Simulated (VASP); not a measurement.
# P (Imma) in VASP: further runs

The runs below take P through single point, with PBEsol+D3(BJ).

Everything below comes from runs of VASP 6.6.1. Logs are shortened: lines on timing, memory, paths and dates and some standing lists are left out, and cuts for length are marked.

### 1 The cell of the first run

Symmetry: Imma, No. 74, orthorhombic system. The conventional cell has a = 3.438 Å, b = 4.859 Å, c = 3.301 Å, α = 90.00°, β = 90.00°, γ = 90.00°. P (site symmetry mm2) has 6 P at 2.31 to 2.46 Å within 3.0 Å.

### 2 Single point, PBEsol+D3(BJ)

The input, INCAR:

```
PREC     = Accurate       # precision mode
ENCUT    = 520            # plane-wave cutoff, eV
EDIFF    = 1E-7           # SCF threshold, eV
ISMEAR   = 0              # smearing method
SIGMA    = 0.15           # smearing width, eV
LREAL    = False          # projectors in reciprocal space
LASPH    = True           # aspherical terms in the spheres
NELM     = 80             # most SCF steps
ALGO     = Normal         # electronic algorithm
ISIF     = 2              # what is computed and relaxed
LWAVE    = False          # write WAVECAR
LCHARG   = False          # write CHGCAR
GGA      = PS             # functional
IVDW     = 12             # dispersion correction
NBANDS   = 12             # bands
```

The input, KPOINTS:

```
regular mesh
0
Gamma
  28 28 28
```

The input, POSCAR:

```
P
1.0
   -1.7188645906      2.4294080057      1.6506332897
    1.7188645906     -2.4294080057      1.6506332897
    1.7188645906      2.4294080057     -1.6506332897
P
2
Direct
    0.7673866800      0.0173866800      0.7500000000
    0.2326133200      0.9826133200      0.2500000000
```

Potentials or basis: VASP PAW PBE potentials, release 64 (P).

Command:

```sh
$ cat potpaw_PBE.64/P/POTCAR > POTCAR
$ mpirun -np 1 vasp_std > vasp.out
```

OUTCAR:

```text
PREC = Accurate
   ENCUT = 520
   EDIFF = 1E-7
   ISMEAR = 0
   LREAL = False
   LASPH = True
   NELM = 80
   ISIF = 2
   GGA = PS
   IVDW = 12
 IVDW          = 12

 ion  position               nearest neighbor table
   1  0.767  0.017  0.750-   2 2.31   2 2.31   2 2.43   2 2.43   2 2.46   2 2.46
   2  0.233  0.983  0.250-   1 2.31   1 2.31   1 2.43   1 2.43   1 2.46   1 2.46

  LATTYP: Found a body centered orthorhombic cell.
 ALAT       =     3.3012665794
 B/A-ratio  =     1.0413364382
 C/A-ratio  =     1.4718035925

  Lattice vectors:

 A1 = (   1.7188645906,  -2.4294080057,   1.6506332897)
 A2 = (  -1.7188645906,  -2.4294080057,  -1.6506332897)
 A3 = (   1.7188645906,   2.4294080057,  -1.6506332897)

Analysis of symmetry for initial positions (statically):
=====================================================================
 Subroutine PRICEL returns:
 Original cell was already a primitive cell.

 Routine SETGRP: Setting up the symmetry group for a
 body centered orthorhombic supercell.

 Subroutine GETGRP returns: Found  8 space group operations
 (whereof  4 operations were pure point group operations)
 out of a pool of  8 trial point group operations.

The static configuration has the point symmetry C_2h.
 The point group associated with its full space group is D_2h.

Analysis of symmetry for dynamics (positions and initial velocities):
=====================================================================
 Subroutine PRICEL returns:
 Original cell was already a primitive cell.

 Routine SETGRP: Setting up the symmetry group for a
 body centered orthorhombic supercell.

 Subroutine GETGRP returns: Found  8 space group operations
 (whereof  4 operations were pure point group operations)
 out of a pool of  8 trial point group operations.

The dynamic configuration has the point symmetry C_2h.
 The point group associated with its full space group is D_2h.

 Subroutine INISYM returns: Found  8 space group operations
 (whereof  4 operations are pure point group operations),
 and found     1 'primitive' translations

----------------------------------------------------------------------------------------

                                     Primitive cell

  volume of cell :      27.5710

  direct lattice vectors                    reciprocal lattice vectors
    -1.718864591  2.429408006  1.650633290     0.000000000  0.205811456  0.302914041
     1.718864591 -2.429408006  1.650633290     0.290889697  0.000000000  0.302914041
     1.718864591  2.429408006 -1.650633290     0.290889697  0.205811456  0.000000000

  length of vectors
     3.403102848  3.403102848  3.403102848     0.366217520  0.419968727  0.356335757

  position of ions in fractional coordinates (direct lattice)
     0.767386680  0.017386680  0.750000000
     0.232613320  0.982613320  0.250000000

  ion indices of the primitive-cell ions
   primitive index   ion index
                 1           1
                 2           2

----------------------------------------------------------------------------------------

 KPOINTS: regular mesh

Automatic generation of k-mesh.
 Grid dimensions read from file:
 generate k-points for:   28   28   28

 Generating k-lattice:

  Cartesian coordinates                     Fractional coordinates (reciprocal lattice)
     0.000000000  0.007350409  0.010818359     0.035714286  0.000000000  0.000000000
     0.010388918  0.000000000  0.010818359     0.000000000  0.035714286  0.000000000
     0.010388918  0.007350409  0.000000000     0.000000000  0.000000000  0.035714286

  Length of vectors
     0.013079197  0.014998883  0.012726277

  Shift w.r.t. Gamma in fractional coordinates (k-lattice)
     0.000000000  0.000000000  0.000000000

 Subroutine IBZKPT returns following result:
 ===========================================

 Found   3060 irreducible k-points:

 Following reciprocal coordinates:
            Coordinates               Weight
  0.000000  0.000000  0.000000      1.000000
  0.035714  0.000000  0.000000      4.000000
  0.071429  0.000000  0.000000      4.000000
  0.107143  0.000000  0.000000      4.000000
  0.142857 -0.000000  0.000000      4.000000
  0.178571 -0.000000  0.000000      4.000000
[... 16 lines left out ...]
  0.250000  0.035714  0.000000      8.000000
  0.285714  0.035714  0.000000      8.000000
 [... further k-points ...]
   k-points           NKPTS =   3060   k-points in BZ     NKDIM =   3060   number of bands    NBANDS=     12
   number of dos      NEDOS =    301   number of ions     NIONS =      2
   total plane-waves  NPLWV =  21952
   dimension x,y,z NGX =    28 NGY =   28 NGZ =   28
   dimension x,y,z NGXF=    56 NGYF=   56 NGZF=   56
   ions per type =               2
   NGX,Y,Z   is equivalent  to a cutoff of  13.68, 13.68, 13.68 a.u.
   NGXF,Y,Z  is equivalent  to a cutoff of  27.36, 27.36, 27.36 a.u.
 SYSTEM =  unknown system
   PREC   = accura    normal or accurate (medium, high low for compatibility)
   ISTART =      0    job   : 0-new  1-cont  2-samecut
   ICHARG =      2    charge: 1-file 2-atom 10-const
   ISPIN  =      1    spin polarized calculation?
   LNONCOLLINEAR =      F non collinear calculations
   LSORBIT =      F    spin-orbit coupling
   LASPH  =      T    aspherical Exc in radial PAW
   ENCUT  =  520.0 eV  38.22 Ry    6.18 a.u.   6.33  6.33  6.33*2*pi/ulx,y,z
   NELM   =     80;   NELMIN=  2; NELMDL= -5     # of ELM steps
   EDIFF  = 0.1E-06   stopping-criterion for ELM
   LREAL  =      F    real-space projection
   EDIFFG = 0.1E-05   stopping-criterion for IOM
   NSW    =      0    number of steps for IOM
   IBRION =     -1    ionic relax: 0-MD 1-quasi-New 2-CG
   NFREE  =      0    steps in history (QN), initial steepest desc. (CG)
   ISIF   =      2    stress and relaxation
   ISYM   =      2    0-nonsym 1-usesym 2-fastsym
   POTIM  = 0.5000    time-step for ionic-motion
   TEBEG  =    0.0;   TEEND  =   0.0 temperature during run
   PSTRESS=    0.0 pullay stress
   NELECT =      10.0000    total number of electrons
   NUPDOWN=      -1.0000    fix difference up-down
   EMIN   =  10.00;   EMAX   =-10.00  energy-range for DOS
   EFERMI =   0.00;   METHOD = LEGACY
   ISMEAR =     0;   SIGMA  =   0.15  broadening in eV -4-tet -1-fermi 0-gaus
   EFERMI_NEDOS =   21; number of points for ismear=-14 and -15
   IALGO  =     38    algorithm
   IMIX   =      4    mixing-type and parameters
     AMIX     =   0.40;   BMIX     =  1.00
     AMIX_MAG =   1.60;   BMIX_MAG =  1.00
  volume/ion in A,a.u.               =      13.79        93.03
  Fermi-wavevector in a.u.,A,eV,Ry     =   1.167501  2.206257 18.545538  1.363059
  Thomas-Fermi vector in A             =   2.304000
   LORBIT       =      0    0 simple, 1 ext, 2 COOP (PROOUT), +10 PAW based schemes
   GGA     = PS    functional components
   LHFCALC =     F    Hartree Fock is set to
   AEXX    =    0.0000 exact exchange contribution
   IVDW    =    12    specifies the selected vdW correction
   LEPSILON=     F    determine dielectric tensor
   LRPA    =     F    only Hartree local field effects (RPA)
 non-spin polarized calculation
 Gauss-broadening in eV      SIGMA  =   0.15
  energy-cutoff  :      520.00
  volume of cell :       27.57
 maximum number of plane-waves:       759
 NGX is ok and might be reduce to    28
   NGX = 13   NGY = 13   NGZ = 13

 number of electron      10.0000000 magnetization

 Free energy of the ion-electron system (eV)
  ---------------------------------------------------
  ext. energy  EPLUGINS =         0.00000000
  ---------------------------------------------------
  free energy    TOTEN  =       -11.52440462 eV

  energy without entropy =      -11.51868352  energy(sigma->0) =      -11.52154407

 E-fermi :  10.4845     XC(G=0): -11.6116

 val. band max:       10.4837983412   @ k =  -0.3571  -0.1786   0.1429
 cond. band min:      10.4846583500   @ k =  -0.2143  -0.1786   0.1786
 fundamental gap:      0.0008600088
 Fermi energy:        10.4845226629

 k-point     1 :       0.0000    0.0000    0.0000
  band No.  band energies     occupation
      1      -6.7124      2.00000
      2       7.5633      2.00000
      3       8.4386      2.00000
      4       8.4554      2.00000
      5       9.3665      2.00000
      6      14.2843      0.00000
      7      14.4894      0.00000
      8      14.5409      0.00000
      9      16.0039      0.00000
     10      16.1758      0.00000
     11      16.3065      0.00000
     12      17.0481      0.00000

 k-point     2 :       0.0357    0.0000    0.0000
  band No.  band energies     occupation
      1      -6.6890      2.00000
      2       7.5596      2.00000
      3       8.0366      2.00000
      4       8.4385      2.00000
      5       9.6881      2.00000
      6      14.3008      0.00000
      7      14.4228      0.00000
      8      14.5894      0.00000
      9      15.7586      0.00000
     10      15.8238      0.00000
     11      16.1983      0.00000
     12      17.4544      0.00000

 k-point     3 :       0.0714    0.0000    0.0000
  band No.  band energies     occupation
      1      -6.6188      2.00000
      2       7.3105      2.00000
      3       7.5498      2.00000
      4       8.4063      2.00000
      5      10.1561      1.99804
      6      14.0720      0.00000
      7      14.4556      0.00000
      8      14.7241      0.00000
      9      15.0683      0.00000
     10      15.6117      0.00000
     11      16.0899      0.00000
     12      18.1941      0.00000
[... 286 lines left out ...]
 k-point    23 :       0.2500    0.0357    0.0000
  band No.  band energies     occupation
      1      -5.3205      2.00000
      2       2.5202      2.00000
      3       7.4771      2.00000
      4       8.1440      2.00000
      5      10.6791      0.06661
      6      11.2930      0.00000
      7      11.7189      0.00000
      8      13.7159      0.00000
      9      16.4853      0.00000
     10      17.7912      0.00000
     11      18.7300      0.00000
     12      23.2120      0.00000

 k-point    24 :       0.2857    0.0357    0.0000
  band No.  band energies     occupation
      1      -4.9445      2.00000
      2       1.7045      2.00000
      3       7.5132      2.00000
      4       8.1742      2.00000
      5      10.2169      1.98837
      6      11.2124      0.00000
      7      11.3539      0.00000
      8      13.3918      0.00000
      9      17.1168      0.00000
     10      18.4717      0.00000
     11      19.5263      0.00000
     12      24.2873      0.00000

 [... further k-points ...]

------------------------ aborting loop because EDIFF is reached ----------------------------------------

 Edisp (eV)   -0.82235

 E8    (eV) :    -0.4879

  FORCE on cell =-STRESS in cart. coord.  units (eV):
  Direction    XX          YY          ZZ          XY          YZ          ZX
  --------------------------------------------------------------------------------------
  -------------------------------------------------------------------------------------
  Total      -0.21679    -0.71268     1.02034     0.00000     0.00000     0.00000
  in kB     -12.59799   -41.41445    59.29316     0.00000     0.00000     0.00000
  external pressure =        1.76 kB  Pullay stress =        0.00 kB

 VOLUME and BASIS-vectors are now :
 -----------------------------------------------------------------------------
  energy-cutoff  :      520.00
  volume of cell :       27.57
      direct lattice vectors                 reciprocal lattice vectors
    -1.718864591  2.429408006  1.650633290     0.000000000  0.205811456  0.302914041
     1.718864591 -2.429408006  1.650633290     0.290889697  0.000000000  0.302914041
     1.718864591  2.429408006 -1.650633290     0.290889697  0.205811456  0.000000000

 POSITION                                       TOTAL-FORCE (eV/Angst)
 -----------------------------------------------------------------------------------
      0.00000      3.64411      0.05740        -0.000000     -0.000000     -0.038561
      1.71886     -1.21470      1.59324         0.000000      0.000000      0.038561
 -----------------------------------------------------------------------------------
    total drift:                                0.000000      0.000000      0.000000

  FREE ENERGIE OF THE ION-ELECTRON SYSTEM (eV)
  ---------------------------------------------------
  free  energy   TOTEN  =       -12.3467566694 eV

  energy  without entropy=      -12.3410355645  energy(sigma->0) =      -12.34389612
```

It took 5.4 min on 1 thread of Intel Xeon 6975P-C (Granite Rapids), shared host; peak memory 0.81 GiB.

Results:

```
Free energy                : -12.3468 eV
Pressure                   : 0.2 GPa
Largest force              : 0.039 eV/Å
Band gap on the k mesh     : zero (bands 5 and 6 overlap by 2.14 eV)
Dispersion energy per atom : -0.411 eV
```

Forces in eV/Å, atoms in the order of the input:
```
P    0.000  0.000 -0.039
P    0.000  0.000  0.039
```

Stress tensor (GPa, compression positive):
```
-1.26  0.00  0.00
 0.00 -4.14  0.00
 0.00  0.00  5.93
```

Caveat: the stress differs along the axes, from -4 to 6 GPa; the PAW data sets were made with another functional, which shifts forces and pressure a little.

### 3 Single point, PBEsol+D3(BJ)

The input, INCAR:

```
  PREC = Accurate
  ENCUT = 520
  EDIFF = 1E-7
  ISMEAR = 0
  SIGMA = 0.15
  LREAL = False
  LASPH = True
  NELM = 60
  ALGO = Normal
  ISIF = 2
  LWAVE = False
  LCHARG = False
  GGA = PS
  IVDW = 12
  NBANDS = 12
```

The input, KPOINTS:

```
Automatic mesh
0
Gamma
  28 28 28
```

The input, POSCAR:

```
P
1.0
   -1.6682801268      2.3579129607      1.7522496301
    1.6682801268     -2.3579129607      1.7522496301
    1.6682801268      2.3579129607     -1.7522496301
P
2
Direct
    0.7673866800      0.0173866800      0.7500000000
    0.2326133200      0.9826133200      0.2500000000
```

Potentials or basis: VASP PAW PBE potentials, release 64 (P).

Command:

```sh
$ cat potpaw_PBE.64/P/POTCAR > POTCAR
$ mpirun -np 1 vasp_std > vasp.out
```

It took 5.2 min on 1 thread of Intel Xeon 6975P-C (Granite Rapids), shared host; peak memory 0.81 GiB.

The run converged. Its results:

```yaml
Free_energy: -12.3426 eV
Pressure: 0.4 GPa
Largest_force: 0.043 eV/Å
Band_gap_on_the_k_mesh: zero (bands 5 and 6 overlap by 2.48 eV)
Dispersion_energy_per_atom: -0.411 eV
```

Forces in eV/Å, atoms in the order of the input:
```
P    0.000  0.000  0.043
P    0.000  0.000 -0.043
```

Stress tensor (GPa, compression positive):
```
 1.16  0.00  0.00
 0.00  5.09  0.00
 0.00  0.00 -5.01
```

Levels at points of the mesh, in eV from the Fermi level:
```tsv
k point	band 1	band 2	band 3	band 4	band 5	band 6	band 7	band 8	band 9	band 10
(0.00, 0.00, 0.00)	-17.26	-2.72	-2.61	-1.88	-1.20	3.47	4.03	4.62	4.65	5.61
(0.50, 0.00, 0.00)	-13.39	-12.56	-2.00	-1.54	-1.42	-0.71	1.44	2.02	10.75	11.09
(0.00, 0.50, 0.00)	-12.78	-9.52	-7.18	-5.87	-5.43	0.35	7.67	8.90	9.23	10.79
(0.50, 0.50, 0.00)	-12.74	-12.74	-2.38	-2.38	-1.16	-1.16	1.24	1.24	11.95	11.95
(0.50, 0.50, 0.50)	-12.34	-9.37	-7.96	-6.15	-5.39	0.29	7.97	8.49	9.49	11.50
```

Caveat: the stress differs along the axes, from -5 to 5 GPa; the PAW data sets were made with another functional, which shifts forces and pressure a little.
